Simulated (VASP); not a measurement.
# C in VASP: a series of runs

Aim: see how the results for C move with the level of theory and the settings. Levels: LDA, PBEsol. Tasks: single point.

Program: VASP 6.6.1. These are calculated values, not measurements. Logs are shortened: lines on timing, memory, paths and dates and some standing lists are left out, and cuts for length are marked.

### Step 1. The cell of the first run

The cell holds a slab with vacuum, 4 atoms: a = 2.406 Å, b = 2.406 Å, c = 23.641 Å, α = 90.00°, β = 90.00°, γ = 120.00°.

### Step 2. Single point, LDA

INCAR reads:

```
SYSTEM = C
PREC = Accurate
ENCUT = 520
EDIFF = 1E-7
ISMEAR = -1
SIGMA = 0.05
LREAL = .False.
LASPH = .True.
NELM = 60
ALGO = Normal
ISIF = 2
LWAVE = .False.
LCHARG = .False.
GGA = CA
NBANDS = 16
```

KPOINTS reads:

```
regular mesh
0
Gamma
  12 12 2
  0 0 0
```

POSCAR reads:

```
C
1.0
    2.4060863447      0.0000000000      0.0000000000
   -1.2030431724      2.0837318983      0.0000000000
    0.0000000000      0.0000000000     23.6412921296
C
4
Direct
    0.6666666667      0.3333333333      0.5704754400
    0.3333333333      0.6666666667      0.4295245600
    0.0000000000      0.0000000000      0.4295312300
    0.0000000000      0.0000000000      0.5704687700
```

Potentials or basis: VASP PAW LDA potentials, release 64 (C).

Run with:

```console
$ cat potpaw_LDA.64/C/POTCAR > POTCAR
$ mpirun -np 1 vasp_std > vasp.out
```

OUTCAR:

```text
SYSTEM = C
   PREC = Accurate
   ENCUT = 520
   EDIFF = 1E-7
   ISMEAR = -1
   LREAL = .False.
   LASPH = .True.
   NELM = 60
   ISIF = 2
   GGA = CA

 ion  position               nearest neighbor table
   1  0.667  0.333  0.570-   4 1.39   4 1.39   4 1.39
   2  0.333  0.667  0.430-   3 1.39   3 1.39   3 1.39
   3  0.000  0.000  0.430-   2 1.39   2 1.39   2 1.39
   4  0.000  0.000  0.570-   1 1.39   1 1.39   1 1.39

  LATTYP: Found a hexagonal cell.
 ALAT       =     2.4060863447
 C/A-ratio  =     9.8256208393

  Lattice vectors:

 A1 = (   2.4060863447,   0.0000000000,   0.0000000000)
 A2 = (  -1.2030431724,   2.0837318983,   0.0000000000)
 A3 = (   0.0000000000,   0.0000000000,  23.6412921296)

Analysis of symmetry for initial positions (statically):
=====================================================================
 Subroutine PRICEL returns:
 Original cell was already a primitive cell.

 Routine SETGRP: Setting up the symmetry group for a
 hexagonal supercell.

 Subroutine GETGRP returns: Found 12 space group operations
 (whereof 12 operations were pure point group operations)
 out of a pool of 24 trial point group operations.

The static configuration has the point symmetry D_3d.

Analysis of symmetry for dynamics (positions and initial velocities):
=====================================================================
 Subroutine PRICEL returns:
 Original cell was already a primitive cell.

 Routine SETGRP: Setting up the symmetry group for a
 hexagonal supercell.

 Subroutine GETGRP returns: Found 12 space group operations
 (whereof 12 operations were pure point group operations)
 out of a pool of 24 trial point group operations.

The dynamic configuration has the point symmetry D_3d.

 Subroutine INISYM returns: Found 12 space group operations
 (whereof 12 operations are pure point group operations),
 and found     1 'primitive' translations

----------------------------------------------------------------------------------------

                                     Primitive cell

  volume of cell :     118.5289

  direct lattice vectors                    reciprocal lattice vectors
     2.406086345  0.000000000  0.000000000     0.415612682  0.239954094  0.000000000
    -1.203043172  2.083731898  0.000000000     0.000000000  0.479908188  0.000000000
[... 82 lines left out ...]
   ICHARG =      2    charge: 1-file 2-atom 10-const
   ISPIN  =      1    spin polarized calculation?
   LNONCOLLINEAR =      F non collinear calculations
   LSORBIT =      F    spin-orbit coupling
   LASPH  =      T    aspherical Exc in radial PAW
   ENCUT  =  520.0 eV  38.22 Ry    6.18 a.u.   4.47  4.47 43.96*2*pi/ulx,y,z
   NELM   =     60;   NELMIN=  2; NELMDL= -5     # of ELM steps
   EDIFF  = 0.1E-06   stopping-criterion for ELM
   LREAL  =      F    real-space projection
   EDIFFG = 0.1E-05   stopping-criterion for IOM
   NSW    =      0    number of steps for IOM
   IBRION =     -1    ionic relax: 0-MD 1-quasi-New 2-CG
   NFREE  =      0    steps in history (QN), initial steepest desc. (CG)
   ISIF   =      2    stress and relaxation
   ISYM   =      2    0-nonsym 1-usesym 2-fastsym
   POTIM  = 0.5000    time-step for ionic-motion
   TEBEG  =    0.0;   TEEND  =   0.0 temperature during run
   PSTRESS=    0.0 pullay stress
   NELECT =      16.0000    total number of electrons
   NUPDOWN=      -1.0000    fix difference up-down
   EMIN   =  10.00;   EMAX   =-10.00  energy-range for DOS
   EFERMI =   0.00;   METHOD = LEGACY
   ISMEAR =    -1;   SIGMA  =   0.05  broadening in eV -4-tet -1-fermi 0-gaus
   EFERMI_NEDOS =   21; number of points for ismear=-14 and -15
   IALGO  =     38    algorithm
   IMIX   =      4    mixing-type and parameters
     AMIX     =   0.40;   BMIX     =  1.00
     AMIX_MAG =   1.60;   BMIX_MAG =  1.00
  volume/ion in A,a.u.               =      29.63       199.97
  Fermi-wavevector in a.u.,A,eV,Ry     =   0.839795  1.586983  9.595591  0.705256
  Thomas-Fermi vector in A             =   1.954072
   LORBIT       =      0    0 simple, 1 ext, 2 COOP (PROOUT), +10 PAW based schemes
   GGA     = CA    functional components
   LHFCALC =     F    Hartree Fock is set to
   AEXX    =    0.0000 exact exchange contribution
   IVDW    =     0    specifies the selected vdW correction
   LEPSILON=     F    determine dielectric tensor
   LRPA    =     F    only Hartree local field effects (RPA)
 non-spin polarized calculation
  energy-cutoff  :      520.00
  volume of cell :      118.53
 maximum number of plane-waves:      3261
 NGX is ok and might be reduce to    18
   NGX =  9   NGY =  9   NGZ = 87

 number of electron      16.0000003 magnetization

 Free energy of the ion-electron system (eV)
  ---------------------------------------------------
  ext. energy  EPLUGINS =         0.00000000
  ---------------------------------------------------
  free energy    TOTEN  =       -40.31110556 eV

  energy without entropy =      -40.30916031  energy(sigma->0) =      -40.31013294

 E-fermi :  -1.7027     XC(G=0):  -3.4430

 val. band max:       -1.7026935109   @ k =   0.3333   0.3333   0.5000
 cond. band min:      -1.3391488670   @ k =   0.3333   0.3333   0.0000
 fundamental gap:      0.3635446439
 Fermi energy:        -1.7026584469

 k-point     1 :       0.0000    0.0000    0.0000
  band No.  band energies     occupation
      1     -21.6541      2.00000
      2     -21.4903      2.00000
      3     -10.3425      2.00000
      4      -9.3125      2.00000
      5      -4.6846      2.00000
      6      -4.6846      2.00000
[... 433 lines left out ...]
      3     -11.4431      2.00000
      4     -11.3737      2.00000
      5      -7.6259      2.00000
      6      -7.6005      2.00000
[... 8 lines left out ...]
     15       6.8170      0.00000
     16       7.0810      0.00000

 [... further k-points ...]
[... 5 lines left out ...]
  --------------------------------------------------------------------------------------
  -------------------------------------------------------------------------------------
  Total        4.9432408      4.9432408     -0.0745370     -0.0000000      0.0000000     -0.0000000
  in kB       66.8187102     66.8187102     -1.0075305     -0.0000000      0.0000000     -0.0000000
  external PRESSURE =      44.2099633 kB  Pullay stress =       0.0000000 kB

 VOLUME and BASIS-vectors are now :
 -----------------------------------------------------------------------------
  energy-cutoff  :      520.00
  volume of cell :      118.53
      direct lattice vectors                 reciprocal lattice vectors
     2.406086345  0.000000000  0.000000000     0.415612682  0.239954094  0.000000000
    -1.203043172  2.083731898  0.000000000     0.000000000  0.479908188  0.000000000
     0.000000000  0.000000000 23.641292130     0.000000000  0.000000000  0.042298872

 POSITION                                       TOTAL-FORCE (eV/Angst)
 -----------------------------------------------------------------------------------
      1.20304      0.69458     13.48678         0.000000      0.000000      0.004515
     -0.00000      1.38915     10.15452        -0.000000      0.000000     -0.004515
      0.00000      0.00000     10.15467         0.000000      0.000000      0.017987
      0.00000      0.00000     13.48662        -0.000000      0.000000     -0.017987
 -----------------------------------------------------------------------------------
    total drift:                               -0.000000      0.000000      0.000000

  FREE ENERGIE OF THE ION-ELECTRON SYSTEM (eV)
  ---------------------------------------------------
  free  energy   TOTEN  =       -40.3111055634 eV

  energy  without entropy=      -40.3091603083  energy(sigma->0) =      -40.31013294
```

stdout:

```text
POSCAR found type information on POSCAR C
 POSCAR found :  1 types and       4 ions
 scaLAPACK will be used
 LDA part: xc-table for (Slater(with rela. corr.)+CA(PZ))
 , standard interpolation
 POSCAR, INCAR and KPOINTS ok, starting setup
 FFT: planning ... GRIDC
 FFT: planning ... GRID_SOFT
 FFT: planning ... GRID
 WAVECAR not read
 entering main loop
```

It took 45 s on 1 thread of AMD EPYC 9R45 (Zen 5), shared host; peak memory 0.16 GiB.

Results:

| Item | Value |
| --- | --- |
| Free energy | -40.3111 eV |
| Largest force | 0.018 eV/Å |
| Band gap on the k mesh | zero (filled and empty bands touch) |

Forces on the atoms (eV/Å):
```
C    0.000  0.000  0.005
C    0.000  0.000 -0.005
C    0.000  0.000  0.018
C    0.000  0.000 -0.018
```

### Step 3. Single point, PBEsol

INCAR reads:

```
SYSTEM = C
ALGO = Normal ; EDIFF = 1E-6
ENCUT = 520 ; GGA = PS
ISIF = 2 ; ISMEAR = -1
LASPH = .TRUE. ; LCHARG = .FALSE.
LREAL = .FALSE. ; LWAVE = .FALSE.
NBANDS = 16 ; NELM = 100
PREC = Accurate ; SIGMA = 0.05
```

KPOINTS reads:

```
k-points
0
G
  12 12 2
  0 0 0
```

POSCAR is that of step 2.

Potentials or basis: VASP PAW PBE potentials, release 64 (C).

Run with:

```console
$ cat potpaw_PBE.64/C/POTCAR > POTCAR
$ mpirun -np 1 vasp_std > vasp.out
```

Wall time 51 s (1 thread of AMD EPYC 9R45 (Zen 5), shared host); peak memory 0.2 GiB.

The run converged. Its results:

```yaml
Free_energy: -38.4174 eV
Largest_force: 0.030 eV/Å
Band_gap_on_the_k_mesh: zero (filled and empty bands touch)
```

Forces on the atoms (eV/Å):
```
C    0.000  0.000  0.030
C    0.000  0.000 -0.030
C    0.000  0.000 -0.010
C    0.000  0.000  0.010
```

Levels at points of the mesh, in eV from the Fermi level:
```
           k point  band 4  band 5  band 6  band 7  band 8  band 9  band 10  band 11  band 12  band 13
(0.00, 0.00, 0.00)   -7.63   -2.95   -2.95   -2.94   -2.94    3.31     3.74     4.21     5.01     5.37
(0.50, 0.00, 0.00)  -13.67   -6.59   -6.57   -2.71   -2.34    1.52     1.91     7.99     8.21    11.40
(0.00, 0.00, 0.50)   -7.63   -2.95   -2.95   -2.94   -2.94    3.31     3.71     4.30     4.77     5.85
(0.50, 0.00, 0.50)  -13.67   -6.59   -6.57   -2.71   -2.34    1.52     1.91     7.99     8.21    11.40
```

Caveat: the PAW data sets were made with another functional, which shifts forces and pressure a little.

### Step 4. Single point, LDA

This run uses another cell than the first one, of 30.26 Å³/atom, 1.021 times its volume.

INCAR reads:

```
SYSTEM = C
ALGO = Normal
EDIFF = 1E-7
ENCUT = 520
GGA = CA
ISIF = 2
ISMEAR = -1
LASPH = .TRUE.
LCHARG = .TRUE.
LELF = .TRUE.
LREAL = .FALSE.
LVHAR = .TRUE.
LWAVE = .FALSE.
NBANDS = 16
NELM = 60
PREC = Accurate
SIGMA = 0.05
```

KPOINTS is that of step 3.

POSCAR reads:

```
C
1.0
    2.4230311730      0.0000000000      0.0000000000
   -1.2115155865      2.0984065500      0.0000000000
    0.0000000000      0.0000000000     23.8077855878
C
4
Direct
    0.6666666667      0.3333333333      0.5704754400
    0.3333333333      0.6666666667      0.4295245600
    0.0000000000      0.0000000000      0.4295312300
    0.0000000000      0.0000000000      0.5704687700
```

Potentials or basis: VASP PAW LDA potentials, release 64 (C).

Run with:

```console
$ cat potpaw_LDA.64/C/POTCAR > POTCAR
$ mpirun -np 1 vasp_std > vasp.out
```

It took 60 s on 1 thread of AMD EPYC 9R45 (Zen 5), shared host; peak memory 0.17 GiB.

The run converged. Its results:

```yaml
Free_energy: -40.3660 eV
Largest_force: 0.020 eV/Å
Band_gap_on_the_k_mesh: zero (filled and empty bands touch)
```

Forces on the atoms (eV/Å):
```
C    0.000  0.000  0.002
C    0.000  0.000 -0.002
C    0.000  0.000  0.020
C    0.000  0.000 -0.020
```

Levels at points of the mesh, in eV from the Fermi level:
```
           k point  band 6  band 7  band 8  band 9  band 10  band 11
(0.00, 0.00, 0.00)   -2.99   -2.99   -2.99    3.35     3.89     4.52
(0.50, 0.00, 0.00)   -6.51   -2.65   -2.29    1.49     1.88     7.89
(0.00, 0.00, 0.50)   -2.99   -2.99   -2.99    3.35     3.88     4.61
(0.50, 0.00, 0.50)   -6.51   -2.65   -2.29    1.49     1.88     7.89
```

### Step 5. Single point, PBEsol

This run uses another cell than the first one, of 30.26 Å³/atom, 1.021 times its volume.

INCAR reads:

```
PREC = Accurate
ENCUT = 520
EDIFF = 1E-7
ISMEAR = -1
SIGMA = 0.05
LREAL = False
LASPH = True
NELM = 60
ALGO = Normal
ISIF = 2
LWAVE = False
LCHARG = False
GGA = PS
NBANDS = 16
```

KPOINTS reads:

```
regular mesh
0
Gamma
  12 12 2
```

POSCAR is that of step 4.

Potentials or basis: VASP PAW PBE potentials, release 64 (C).

Run with:

```console
$ cat potpaw_PBE.64/C/POTCAR > POTCAR
$ mpirun -np 1 vasp_std > vasp.out
```

Run time: 64 s. Hardware: 1 thread of AMD EPYC 9R45 (Zen 5), shared host; peak memory 0.2 GiB.

Results (log left out):

```
Free energy            : -38.4956 eV
Largest force          : 0.027 eV/Å
Band gap on the k mesh : zero (filled and empty bands touch)
```

Forces on the atoms (eV/Å):
```
C    0.000  0.000  0.027
C    0.000  0.000 -0.027
C    0.000  0.000 -0.008
C    0.000  0.000  0.008
```

Levels at points of the mesh, in eV from the Fermi level:
```csv
k point,band 5,band 6,band 7,band 8,band 9,band 10,band 11,band 12
"(0.00, 0.00, 0.00)",-2.96,-2.96,-2.96,-2.96,3.36,3.79,4.36,5.07
"(0.50, 0.00, 0.00)",-6.54,-6.51,-2.66,-2.30,1.52,1.89,7.78,7.99
"(0.00, 0.00, 0.50)",-2.96,-2.96,-2.96,-2.96,3.37,3.77,4.45,4.82
"(0.50, 0.00, 0.50)",-6.54,-6.51,-2.66,-2.30,1.52,1.89,7.78,7.99
```

Caveat: the PAW data sets were made with another functional, which shifts forces and pressure a little.

### Step 6. Single point, LDA

This run uses another cell than the first one, of 30.89 Å³/atom, 1.043 times its volume.

INCAR reads:

```
  ALGO = Normal
  EDIFF = 1E-6
  ENCUT = 520
  GGA = CA
  ISIF = 2
  ISMEAR = -1
  LASPH = T
  LCHARG = F
  LREAL = F
  LWAVE = F
  NBANDS = 16
  NELM = 60
  PREC = Accurate
  SIGMA = 0.05
```

KPOINTS reads:

```
k-points
0
Gamma
  12 12 2
```

POSCAR reads:

```
C
1.0
    2.4397422609      0.0000000000      0.0000000000
   -1.2198711305      2.1128787767      0.0000000000
    0.0000000000      0.0000000000     23.9719824012
C
4
Direct
    0.6666666667      0.3333333333      0.5704754400
    0.3333333333      0.6666666667      0.4295245600
    0.0000000000      0.0000000000      0.4295312300
    0.0000000000      0.0000000000      0.5704687700
```

Potentials or basis: VASP PAW LDA potentials, release 64 (C).

Run with:

```console
$ cat potpaw_LDA.64/C/POTCAR > POTCAR
$ mpirun -np 1 vasp_std > vasp.out
```

Run time: 52 s. Hardware: 1 thread of AMD EPYC 9R45 (Zen 5), shared host; peak memory 0.17 GiB.

It converged, with:

```
Free energy            : -40.3917 eV
Largest force          : 0.022 eV/Å
Band gap on the k mesh : zero (filled and empty bands touch)
```

Forces on the atoms (eV/Å):
```
C    0.000  0.000 -0.001
C    0.000  0.000  0.001
C    0.000  0.000  0.022
C    0.000  0.000 -0.022
```

Levels at points of the mesh, in eV from the Fermi level:
```
           k point  band 5  band 6  band 7  band 8  band 9  band 10  band 11  band 12
(0.00, 0.00, 0.00)   -3.01   -3.01   -3.00   -3.00    3.41     3.95     4.55     5.28
(0.50, 0.00, 0.00)   -6.48   -6.46   -2.60   -2.25    1.49     1.86     7.68     7.88
(0.00, 0.00, 0.50)   -3.01   -3.01   -3.00   -3.00    3.41     3.94     4.62     5.04
(0.50, 0.00, 0.50)   -6.48   -6.46   -2.60   -2.25    1.49     1.86     7.69     7.88
```

### Step 7. Summary

```tsv
level	potentials or basis	cell	gap on the mesh (eV)	largest force (eV/Å)
LDA	VASP PAW LDA potentials, release 64 (C)	a = 2.406, b = 2.406, c = 23.641 Å, angles 90.0, 90.0, 120.0°, 4 atoms	none	0.02
PBEsol	VASP PAW PBE potentials, release 64 (C)	a = 2.406, b = 2.406, c = 23.641 Å, angles 90.0, 90.0, 120.0°, 4 atoms	none	0.03
LDA	VASP PAW LDA potentials, release 64 (C)	a = 2.423, b = 2.423, c = 23.808 Å, angles 90.0, 90.0, 120.0°, 4 atoms	none	0.02
PBEsol	VASP PAW PBE potentials, release 64 (C)	a = 2.423, b = 2.423, c = 23.808 Å, angles 90.0, 90.0, 120.0°, 4 atoms	none	0.03
LDA	VASP PAW LDA potentials, release 64 (C)	a = 2.440, b = 2.440, c = 23.972 Å, angles 90.0, 90.0, 120.0°, 4 atoms	none	0.02
```

Alike in all rows: task single point; no spin polarisation; k mesh 12 × 12 × 2; cutoff (eV) 520; smearing fermi-dirac 0.05 eV.

Caveats: the PAW data sets were made with another functional, which shifts forces and pressure a little (some runs).

Total energies depend on the potentials used, so only differences within one code and one set of settings carry meaning.
